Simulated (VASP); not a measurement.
Write the native input for VASP 6.6.1 that does the following.

- Task: single point
- Functional: PBEsol
- Potentials or basis: VASP PAW PBE potentials, release 64 (Al)
- Cutoff: 500 eV
- k mesh: 15 × 15 × 10
- Occupations: gaussian, width 0.1 eV
- Spin: no spin polarisation
- Dipole correction: no
- Further INCAR settings: ALGO = Normal; EDIFF = 1e-06; NBANDS = 10

The structure of Al lies in POSCAR:

```
Al
1.0
    3.0250015165      0.0000000000      0.0000000000
   -1.5125007583      2.6197281598      0.0000000000
    0.0000000000      0.0000000000      4.7613337379
Al
2
Direct
    0.3333333333      0.6666666667      0.2500000000
    0.6666666667      0.3333333333      0.7500000000
```

This cell differs from its parent crystal: Tl replaced by Al, lengths x 0.901, strained.

One way to write it, as run:

INCAR

```
  ALGO = Normal
  EDIFF = 1E-6
  ENCUT = 500
  GGA = PS
  GGA_COMPAT = F
  ISIF = 2
  ISMEAR = 0
  LASPH = T
  LCHARG = F
  LREAL = F
  LWAVE = F
  NBANDS = 10
  NELM = 120
  PREC = Accurate
  SIGMA = 0.1
```

KPOINTS

```
k-points
0
Gamma
  15 15 10
```

Potentials or basis: VASP PAW PBE potentials, release 64 (Al).

Launch:

```sh
$ cat potpaw_PBE.64/Al/POTCAR > POTCAR
$ mpirun -np 1 vasp_std > vasp.out
```

It gave:

```json
{
  "Pressure": "-8.1 GPa",
  "Band gap on the k mesh": "zero (band 3 reaches 10.98 eV, above the bottom of band 4 at 3.60 eV)"
}
```

Caveat: the cell differs from its parent crystal (Tl replaced by Al, lengths x 0.901, strained); the PAW data sets were made with another functional, which shifts forces and pressure a little.

It took 27 s on 1 thread of Intel Xeon 6975P-C, on a shared host, peak memory 0.18 GiB.
